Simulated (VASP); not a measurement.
Write the native input for VASP 6.6.1 that does the following.

```yaml
Task: single point
Functional: LDA
Potentials_or_basis: VASP PAW LDA potentials, release 64 (Cd)
Cutoff: 520 eV
k_mesh: 9 × 9 × 9
Occupations: fermi-dirac, width 0.05 eV
Spin: no spin polarisation
Dipole_correction: no
Further_INCAR_settings: ALGO = Normal; EDIFF = 1e-07; NBANDS = 19
```

The structure of Cd lies in POSCAR:

```
Cd
1.0
    0.0000000000      3.0681618156      3.0681618156
    3.0681618156      0.0000000000      3.0681618156
    3.0681618156      3.0681618156      0.0000000000
Cd
2
Direct
   -0.2600000000     -0.0800000000     -0.0800000000
    0.2600000000      0.0800000000      0.0800000000
```

This cell differs from its parent crystal: shortest bond scaled by 0.64.

One way to write it, as run:

INCAR

```
PREC = Accurate
ENCUT = 520
EDIFF = 1E-7
ISMEAR = -1
SIGMA = 0.05
LREAL = F
LASPH = T
NELM = 80
ALGO = Normal
ISIF = 2
LWAVE = F
LCHARG = T
GGA = CA
LELF = T
LVHAR = T
NBANDS = 19
```

KPOINTS

```
Automatic mesh
0
Gamma
  9 9 9
```

Potentials or basis: VASP PAW LDA potentials, release 64 (Cd).

The run is started by

```sh
$ cat potpaw_LDA.64/Cd/POTCAR > POTCAR
$ mpirun -np 1 vasp_std > vasp.out
```

Results of the run:

```json
{"Pressure": "80.8 GPa", "Largest force": "54.746 eV/Å", "Band gap on the k mesh": "zero (bands 12 and 13 overlap by 5.22 eV)"}
```

Caveat: the cell differs from its parent crystal (shortest bond scaled by 0.64); atoms lie so close that the PAW spheres overlap strongly, which falsifies energies and pressures; the cell stands under pressure; forces of over 1 eV/Å act on the atoms, so gaps and moduli don't describe the material at rest.

It took 67 s on 1 thread of Intel Xeon 8259CL, with other jobs on the host, peak memory 0.2 GiB.
